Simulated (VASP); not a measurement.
Runs of VASP 6.6.1 on Fe. It takes space group Im-3m (No. 229, cubic). The conventional cell has a = 2.886 Å, b = 2.886 Å, c = 2.886 Å, α = 90.00°, β = 90.00°, γ = 90.00°. Within 3.3 Å of Fe (site symmetry m-3m) lie 14 Fe at 2.50 to 2.89 Å. 

```tsv
spin	fixed moment (μB)	pressure (GPa)	moment (μB)
collinear, zero start	0.0	-26.7	0.00
collinear, ferromagnetic start	2.1	(a)	2.10
collinear, ferromagnetic start	3.2	15.2	3.20
collinear, ferromagnetic start	1.1	-22.2	1.10
collinear, ferromagnetic start	4.2	(b)	4.20
```

Alike in all rows: task single point; level PBE; potentials or basis VASP PAW PBE potentials, release 64 (Fe); cell as given; k mesh 7 × 7 × 7; cutoff (eV) 600; smearing fermi-dirac 0.02 eV.

Problem. Estimate the missing entries.

Solution. (a) -12.5; (b) 62.8.

Caveats: all runs use coarse meshes; the total moment is fixed, so each spin has its own Fermi level.
